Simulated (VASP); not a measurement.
# Cu (P6_3/mmc) in VASP: further runs

The runs below take Cu through single point, with PBEsol.

All numbers are computed with VASP 6.6.1; they aren't measurements. Logs are shortened: lines on timing, memory, paths and dates and some standing lists are left out, and cuts for length are marked.

### 1 The cell of the first run

Symmetry: P6_3/mmc, No. 194, hexagonal system. The conventional cell has a = 2.482 Å, b = 2.482 Å, c = 4.029 Å, α = 90.00°, β = 90.00°, γ = 120.00°. Cu (site symmetry -6m2) has 12 Cu at 2.47 to 2.48 Å within 3.3 Å.

### 2 Single point, PBEsol

The input, INCAR:

```
SYSTEM = Cu
PREC = Accurate
ENCUT = 520
EDIFF = 1E-6
ISMEAR = -1
SIGMA = 0.1
LREAL = .False.
LASPH = .True.
NELM = 80
ALGO = Normal
ISIF = 2
LWAVE = .False.
LCHARG = .False.
GGA = PS
NBANDS = 18
```

The input, KPOINTS:

```
Automatic mesh
0
Gamma
  13 13 7
  0 0 0
```

The input, POSCAR:

```
Cu
1.0
    2.4823691581      0.0000000000      0.0000000000
   -1.2411845790      2.1497898783      0.0000000000
    0.0000000000      0.0000000000      4.0286164431
Cu
2
Direct
    0.3333333333      0.6666666667      0.2500000000
    0.6666666667      0.3333333333      0.7500000000
```

Potentials or basis: VASP PAW PBE potentials, release 64 (Cu).

Run with:

```bash
$ cat potpaw_PBE.64/Cu/POTCAR > POTCAR
$ mpirun -np 1 vasp_std > vasp.out
```

OUTCAR:

```text
SYSTEM = Cu
   PREC = Accurate
   ENCUT = 520
   EDIFF = 1E-6
   ISMEAR = -1
   LREAL = .False.
   LASPH = .True.
   NELM = 80
   ISIF = 2
   GGA = PS

 ion  position               nearest neighbor table
   1  0.333  0.667  0.250-   2 2.47   2 2.47   2 2.47   2 2.47   2 2.47   2 2.47
   2  0.667  0.333  0.750-   1 2.47   1 2.47   1 2.47   1 2.47   1 2.47   1 2.47

  LATTYP: Found a hexagonal cell.
 ALAT       =     2.4823691581
 C/A-ratio  =     1.6228917564

  Lattice vectors:

 A1 = (   2.4823691581,   0.0000000000,   0.0000000000)
 A2 = (  -1.2411845790,   2.1497898783,   0.0000000000)
 A3 = (   0.0000000000,   0.0000000000,   4.0286164431)

Analysis of symmetry for initial positions (statically):
=====================================================================
 Subroutine PRICEL returns:
 Original cell was already a primitive cell.

 Routine SETGRP: Setting up the symmetry group for a
 hexagonal supercell.

 Subroutine GETGRP returns: Found 24 space group operations
 (whereof 12 operations were pure point group operations)
 out of a pool of 24 trial point group operations.

The static configuration has the point symmetry D_3d.
 The point group associated with its full space group is D_6h.

Analysis of symmetry for dynamics (positions and initial velocities):
=====================================================================
 Subroutine PRICEL returns:
 Original cell was already a primitive cell.

 Routine SETGRP: Setting up the symmetry group for a
 hexagonal supercell.

 Subroutine GETGRP returns: Found 24 space group operations
 (whereof 12 operations were pure point group operations)
 out of a pool of 24 trial point group operations.

The dynamic configuration has the point symmetry D_3d.
 The point group associated with its full space group is D_6h.

 Subroutine INISYM returns: Found 24 space group operations
 (whereof 12 operations are pure point group operations),
 and found     1 'primitive' translations

----------------------------------------------------------------------------------------

                                     Primitive cell

  volume of cell :      21.4990

  direct lattice vectors                    reciprocal lattice vectors
     2.482369158  0.000000000  0.000000000     0.402840970  0.232580870  0.000000000
[... 75 lines left out ...]
   NGXF,Y,Z  is equivalent  to a cutoff of  24.11, 24.11, 24.76 a.u.
 SYSTEM =  Cu
   PREC   = accura    normal or accurate (medium, high low for compatibility)
   ISTART =      0    job   : 0-new  1-cont  2-samecut
   ICHARG =      2    charge: 1-file 2-atom 10-const
   ISPIN  =      1    spin polarized calculation?
   LNONCOLLINEAR =      F non collinear calculations
   LSORBIT =      F    spin-orbit coupling
   LASPH  =      T    aspherical Exc in radial PAW
   ENCUT  =  520.0 eV  38.22 Ry    6.18 a.u.   4.62  4.62  7.49*2*pi/ulx,y,z
   NELM   =     80;   NELMIN=  2; NELMDL= -5     # of ELM steps
   EDIFF  = 0.1E-05   stopping-criterion for ELM
   LREAL  =      F    real-space projection
   EDIFFG = 0.1E-04   stopping-criterion for IOM
   NSW    =      0    number of steps for IOM
   IBRION =     -1    ionic relax: 0-MD 1-quasi-New 2-CG
   NFREE  =      0    steps in history (QN), initial steepest desc. (CG)
   ISIF   =      2    stress and relaxation
   ISYM   =      2    0-nonsym 1-usesym 2-fastsym
   POTIM  = 0.5000    time-step for ionic-motion
   TEBEG  =    0.0;   TEEND  =   0.0 temperature during run
   PSTRESS=    0.0 pullay stress
   NELECT =      22.0000    total number of electrons
   NUPDOWN=      -1.0000    fix difference up-down
   EMIN   =  10.00;   EMAX   =-10.00  energy-range for DOS
   EFERMI =   0.00;   METHOD = LEGACY
   ISMEAR =    -1;   SIGMA  =   0.10  broadening in eV -4-tet -1-fermi 0-gaus
   EFERMI_NEDOS =   21; number of points for ismear=-14 and -15
   IALGO  =     38    algorithm
   IMIX   =      4    mixing-type and parameters
     AMIX     =   0.40;   BMIX     =  1.00
     AMIX_MAG =   1.60;   BMIX_MAG =  1.00
  volume/ion in A,a.u.               =      10.75        72.54
  Fermi-wavevector in a.u.,A,eV,Ry     =   1.649718  3.117514 37.029186  2.721568
  Thomas-Fermi vector in A             =   2.738790
   LORBIT       =      0    0 simple, 1 ext, 2 COOP (PROOUT), +10 PAW based schemes
   GGA     = PS    functional components
   LHFCALC =     F    Hartree Fock is set to
   AEXX    =    0.0000 exact exchange contribution
   IVDW    =     0    specifies the selected vdW correction
   LEPSILON=     F    determine dielectric tensor
   LRPA    =     F    only Hartree local field effects (RPA)
 non-spin polarized calculation
  energy-cutoff  :      520.00
  volume of cell :       21.50
 maximum number of plane-waves:       590
   NGX =  9   NGY =  9   NGZ = 15

 number of electron      21.9999991 magnetization

 Free energy of the ion-electron system (eV)
  ---------------------------------------------------
  ext. energy  EPLUGINS =         0.00000000
  ---------------------------------------------------
  free energy    TOTEN  =        -8.57656481 eV

  energy without entropy =       -8.56221305  energy(sigma->0) =       -8.56938893

 E-fermi :   8.6173     XC(G=0): -13.4671

 val. band max:        8.5111066012   @ k =   0.3846   0.0000   0.4286
 cond. band min:       8.6875284863   @ k =   0.1538   0.0000   0.1429
 fundamental gap:      0.1764218851
 Fermi energy:         8.6173308242

 k-point     1 :       0.0000    0.0000    0.0000
  band No.  band energies     occupation
      1      -1.5105      2.00000
      2       2.9731      2.00000
      3       5.3033      2.00000
      4       5.3439      2.00000
      5       5.3439      2.00000
      6       5.5923      2.00000
[... 481 lines left out ...]
      5       5.3649      2.00000
      6       5.5453      2.00000
[... 10 lines left out ...]
     17      30.8714      0.00000
     18      32.1691      0.00000

 [... further k-points ...]
[... 5 lines left out ...]
  --------------------------------------------------------------------------------------
  -------------------------------------------------------------------------------------
  Total        1.2310463      1.2310407      1.7723140      0.0000000     -0.0000000      0.0000000
  in kB       91.7416747     91.7412587    132.0787510      0.0000000     -0.0000000      0.0000000
  external PRESSURE =     105.1872281 kB  Pullay stress =       0.0000000 kB

 VOLUME and BASIS-vectors are now :
 -----------------------------------------------------------------------------
  energy-cutoff  :      520.00
  volume of cell :       21.50
      direct lattice vectors                 reciprocal lattice vectors
     2.482369158  0.000000000  0.000000000     0.402840970  0.232580870  0.000000000
    -1.241184579  2.149789878  0.000000000     0.000000000  0.465161740  0.000000000
     0.000000000  0.000000000  4.028616443     0.000000000  0.000000000  0.248224177

 POSITION                                       TOTAL-FORCE (eV/Angst)
 -----------------------------------------------------------------------------------
     -0.00000      1.43319      1.00715         0.000000      0.000000      0.000000
      1.24118      0.71660      3.02146        -0.000000     -0.000000      0.000000
 -----------------------------------------------------------------------------------
    total drift:                               -0.000000      0.000000     -0.000000

  FREE ENERGIE OF THE ION-ELECTRON SYSTEM (eV)
  ---------------------------------------------------
  free  energy   TOTEN  =        -8.5765648150 eV

  energy  without entropy=       -8.5622130542  energy(sigma->0) =       -8.56938893
```

OSZICAR:

```text
N       E                     dE             d eps       ncg     rms          rms(c)
DAV:   1     0.116284572350E+03    0.11628E+03   -0.10556E+04  3360   0.225E+03
DAV:   2    -0.464685849114E+01   -0.12093E+03   -0.11459E+03  3030   0.286E+02
DAV:   3    -0.107480867439E+02   -0.61012E+01   -0.58438E+01  3352   0.862E+01
DAV:   4    -0.108112237187E+02   -0.63137E-01   -0.63099E-01  3628   0.935E+00
DAV:   5    -0.108120296978E+02   -0.80598E-03   -0.80595E-03  3654   0.926E-01    0.120E+01
DAV:   6    -0.930362747688E+01    0.15084E+01   -0.12113E+01  3212   0.104E+02    0.530E+00
DAV:   7    -0.860929385366E+01    0.69433E+00   -0.22183E+00  3332   0.405E+01    0.883E-01
DAV:   8    -0.858051929367E+01    0.28775E-01   -0.15134E-02  3516   0.147E+00    0.451E-01
DAV:   9    -0.857652342775E+01    0.39959E-02   -0.41383E-03  3914   0.191E+00    0.130E-02
DAV:  10    -0.857656206024E+01   -0.38632E-04   -0.18998E-04  3308   0.140E-01    0.477E-03
DAV:  11    -0.857656512236E+01   -0.30621E-05   -0.25513E-06  3586   0.184E-02    0.288E-03
DAV:  12    -0.857656481497E+01    0.30738E-06   -0.48352E-07  1952   0.148E-02
   1 F= -.85765648E+01 E0= -.85693889E+01  d E =-.143518E-01
```

stdout:

```text
POSCAR found type information on POSCAR Cu
 POSCAR found :  1 types and       2 ions
 scaLAPACK will be used
 -----------------------------------------------------------------------------
|                                                                             |
|                                                                             |
|     You enforced a specific xc type in the INCAR file but a different       |
|     I HOPE YOU KNOW WHAT YOU ARE DOING!                                     |
|                                                                             |
 -----------------------------------------------------------------------------

 LDA part: xc-table for (Slater+PW92), standard interpolation
 POSCAR, INCAR and KPOINTS ok, starting setup
 FFT: planning ... GRIDC
 FFT: planning ... GRID_SOFT
 FFT: planning ... GRID
 WAVECAR not read
 entering main loop
```

Run time: 30 s. Hardware: 1 thread of AMD EPYC 7R43 (Zen 3), shared host; peak memory 0.11 GiB.

What came out:

```
Free energy            : -8.5766 eV
Pressure               : 10.5 GPa
Band gap on the k mesh : zero (band 11 reaches 11.82 eV, above the bottom of band 12 at 6.61 eV)
```

Levels at points of the mesh, in eV from the Fermi level:
```tsv
k point	band 8	band 9	band 10	band 11	band 12	band 13	band 14	band 15
(0.00, 0.00, 0.00)	-2.71	-2.71	-1.83	-1.83	-1.25	4.33	22.01	23.02
```

Caveat: the PAW data sets were made with another functional, which shifts forces and pressure a little.

### 3 Single point, PBEsol

This run uses another cell than the first one, of 10.98 Å³/atom, 1.021 times its volume.

The input, INCAR:

```
SYSTEM = Cu
PREC     = Accurate       ! precision mode
ENCUT    = 520            ! plane-wave cutoff, eV
EDIFF    = 1E-6           ! SCF threshold, eV
ISMEAR   = -1             ! smearing method
SIGMA    = 0.1            ! smearing width, eV
LREAL    = .False.        ! projectors in reciprocal space
LASPH    = .True.         ! aspherical terms in the spheres
NELM     = 80             ! most SCF steps
ALGO     = Normal         ! electronic algorithm
ISIF     = 2              ! what is computed and relaxed
LWAVE    = .False.        ! write WAVECAR
LCHARG   = .True.         ! write CHGCAR
GGA      = PS             ! functional
LELF     = .True.         ! ELF
LVHAR    = .True.       
NBANDS   = 18             ! bands
```

The input, KPOINTS:

```
regular mesh
0
Gamma
  13 13 7
  0 0 0
```

The input, POSCAR:

```
Cu
1.0
    2.4998512070      0.0000000000      0.0000000000
   -1.2499256035      2.1649297425      0.0000000000
    0.0000000000      0.0000000000      4.0569879162
Cu
2
Direct
    0.3333333333      0.6666666667      0.2500000000
    0.6666666667      0.3333333333      0.7500000000
```

Potentials or basis: VASP PAW PBE potentials, release 64 (Cu).

Run with:

```bash
$ cat potpaw_PBE.64/Cu/POTCAR > POTCAR
$ mpirun -np 1 vasp_std > vasp.out
```

OUTCAR:

```text
SYSTEM = Cu
   PREC = Accurate
   ENCUT = 520
   EDIFF = 1E-6
   ISMEAR = -1
   LREAL = .False.
   LASPH = .True.
   NELM = 80
   ISIF = 2
   GGA = PS

 ion  position               nearest neighbor table
   1  0.333  0.667  0.250-   2 2.49   2 2.49   2 2.49   2 2.49   2 2.49   2 2.49
   2  0.667  0.333  0.750-   1 2.49   1 2.49   1 2.49   1 2.49   1 2.49   1 2.49

  LATTYP: Found a hexagonal cell.
 ALAT       =     2.4998512070
 C/A-ratio  =     1.6228917565

  Lattice vectors:
[... 192 lines left out ...]
      3       5.0909      2.00000
      4       5.1306      2.00000
      5       5.1306      2.00000
      6       5.3707      2.00000
[... 481 lines left out ...]
      5       5.1510      2.00000
      6       5.3258      2.00000
[... 10 lines left out ...]
     17      30.3096      0.00000
     18      31.6363      0.00000

 [... further k-points ...]
[... 5 lines left out ...]
  --------------------------------------------------------------------------------------
  -------------------------------------------------------------------------------------
  Total        0.6676190      0.6676160      1.1939040      0.0000000      0.0000000      0.0000000
  in kB       48.7166701     48.7164492     87.1200867      0.0000000      0.0000000      0.0000000
  external PRESSURE =      61.5177353 kB  Pullay stress =       0.0000000 kB

 VOLUME and BASIS-vectors are now :
 -----------------------------------------------------------------------------
  energy-cutoff  :      520.00
  volume of cell :       21.96
      direct lattice vectors                 reciprocal lattice vectors
     2.499851207  0.000000000  0.000000000     0.400023808  0.230954377  0.000000000
    -1.249925603  2.164929743  0.000000000     0.000000000  0.461908754  0.000000000
     0.000000000  0.000000000  4.056987916     0.000000000  0.000000000  0.246488287

 POSITION                                       TOTAL-FORCE (eV/Angst)
 -----------------------------------------------------------------------------------
     -0.00000      1.44329      1.01425         0.000000     -0.000000      0.000000
      1.24993      0.72164      3.04274        -0.000000      0.000000      0.000000
 -----------------------------------------------------------------------------------
    total drift:                               -0.000000      0.000000     -0.000000

  FREE ENERGIE OF THE ION-ELECTRON SYSTEM (eV)
  ---------------------------------------------------
  free  energy   TOTEN  =        -8.6006790103 eV

  energy  without entropy=       -8.5859236480  energy(sigma->0) =       -8.59330133
```

OSZICAR:

```text
N       E                     dE             d eps       ncg     rms          rms(c)
DAV:   1     0.116543518528E+03    0.11654E+03   -0.10645E+04  3344   0.223E+03
DAV:   2    -0.485353518729E+01   -0.12140E+03   -0.11512E+03  3034   0.287E+02
DAV:   3    -0.107656792482E+02   -0.59121E+01   -0.56368E+01  3390   0.849E+01
DAV:   4    -0.108251230323E+02   -0.59444E-01   -0.59409E-01  3674   0.896E+00
DAV:   5    -0.108258667798E+02   -0.74375E-03   -0.74371E-03  3604   0.881E-01    0.120E+01
DAV:   6    -0.936841681396E+01    0.14574E+01   -0.12442E+01  3212   0.105E+02    0.552E+00
DAV:   7    -0.863161748841E+01    0.73680E+00   -0.23381E+00  3334   0.414E+01    0.844E-01
DAV:   8    -0.860488644523E+01    0.26731E-01   -0.16808E-02  3574   0.162E+00    0.470E-01
DAV:   9    -0.860063836360E+01    0.42481E-02   -0.48495E-03  3772   0.206E+00    0.147E-02
DAV:  10    -0.860067616776E+01   -0.37804E-04   -0.19154E-04  3412   0.151E-01    0.459E-03
DAV:  11    -0.860067923605E+01   -0.30683E-05   -0.22248E-06  3516   0.234E-02    0.322E-03
DAV:  12    -0.860067901032E+01    0.22573E-06   -0.10955E-06  2130   0.217E-02
   1 F= -.86006790E+01 E0= -.85933013E+01  d E =-.147554E-01
```

Wall time 37 s (1 thread of AMD EPYC 7R43 (Zen 3), shared host); peak memory 0.11 GiB.

What came out:

| Quantity | Value |
| --- | --- |
| Free energy | -8.6007 eV |
| Pressure | 6.2 GPa |
| Band gap on the k mesh | zero (band 11 reaches 11.48 eV, above the bottom of band 12 at 6.36 eV) |

Stress tensor (GPa, compression positive):
```
4.87 0.00 0.00
0.00 4.87 0.00
0.00 0.00 8.71
```

Caveat: the PAW data sets were made with another functional, which shifts forces and pressure a little.

(Part 1 of 2 ends here.)
